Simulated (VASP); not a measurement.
The system is CoO.

```xyz
2
Lattice="1.4851 0.8574 2.4070 -1.4851 0.8574 2.4070 0.0000 -1.7149 2.4070" Properties=species:S:1:pos:R:3 pbc="T T T"
Co    0.0000    0.0000    0.0000
O     0.0000    0.0000    3.6104
```

Base run:

```yaml
Program: VASP 6.6.1
Functional: r2SCAN
Potentials_or_basis: VASP PAW PBE potentials, release 64 (Co, O)
Cutoff: 520 eV
k_mesh: 11 × 11 × 11
Occupations: fermi-dirac, width 0.05 eV
Spin: collinear spin, ferromagnetic start
Starting_moments: "[2.0, 0.0] μB"
```

Its results: pressure 3.3 GPa; net moment 3.00 μB per cell; site moments Co +2.69; O +0.29 μB.

Q: The run is repeated on the same cell with these changes: functional from r2SCAN to LDA; potentials or basis from VASP PAW PBE potentials, release 64 (Co, O) to VASP PAW LDA potentials, release 64 (Co, O). What comes out?

A: Pressure -16.0 GPa; net moment 2.38 μB per cell; site moments Co +2.12; O +0.21 μB.

Caveats: a cell with one magnetic atom can't hold antiferromagnetic order, which such compounds often take; the PAW data sets were made with another functional, which shifts forces and pressure a little (some runs).
